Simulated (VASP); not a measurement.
Input of a VASP 6.6.1 run:

The input INCAR:

```
SYSTEM = Si3N4
PREC = Accurate
ENCUT = 520
EDIFF = 1E-6
ISMEAR = 0
SIGMA = 0.01
LREAL = .FALSE.
LASPH = .TRUE.
NELM = 60
ALGO = Normal
ISIF = 2
LWAVE = .FALSE.
LCHARG = .FALSE.
GGA = CA
NBANDS = 45
```

The input KPOINTS:

```
regular mesh
0
G
  4 4 8
  0 0 0
```

The input POSCAR:

```
Si3N4
1.0
    7.5735262776      0.0000000000      0.0000000000
   -3.7867631388      6.5588661526      0.0000000000
    0.0000000000      0.0000000000      2.8914169645
Si N
6 8
Direct
    0.7674659778      0.1738369552      0.2500000000
    0.5936290226      0.7674659778      0.7500000000
    0.8261630448      0.5936290226      0.2500000000
    0.2325340222      0.8261630448      0.7500000000
    0.4063709774      0.2325340222      0.2500000000
    0.1738369552      0.4063709774      0.7500000000
    0.0295161776      0.3301338392      0.2500000000
    0.6993823383      0.0295161776      0.7500000000
    0.6698661608      0.6993823383      0.2500000000
    0.9704838224      0.6698661608      0.7500000000
    0.3006176617      0.9704838224      0.2500000000
    0.3301338392      0.3006176617      0.7500000000
    0.6666666667      0.3333333333      0.2500000000
    0.3333333333      0.6666666667      0.7500000000
```

Potentials or basis: VASP PAW LDA potentials, release 64 (Si, N).

Run with:

```console
$ cat potpaw_LDA.64/Si/POTCAR potpaw_LDA.64/N/POTCAR > POTCAR
$ mpirun -np 1 vasp_std > vasp.out
```

Question: Predict the pressure.

Answer: 0.4 GPa.

Question: Estimate the largest force.

Answer: 0.006 eV/Å.

Question: Predict the band gap on the k mesh.

Answer: 4.22 eV (least direct gap 4.41 eV).

Forces in eV/Å, atoms in the order of the input:
```
Si   0.001 -0.002  0.000
Si   0.002  0.000  0.000
Si   0.001  0.002  0.000
Si  -0.001  0.002  0.000
Si  -0.002  0.000  0.000
Si  -0.001 -0.002  0.000
N   -0.006 -0.003  0.000
N    0.000 -0.006  0.000
N    0.005 -0.004  0.000
N    0.006  0.003  0.000
N    0.000  0.006  0.000
N   -0.005  0.004  0.000
N    0.000  0.000  0.000
N    0.000  0.000  0.000
```

A k mesh can miss the band edges. As with any semilocal functional, this LDA gap is likely too small.
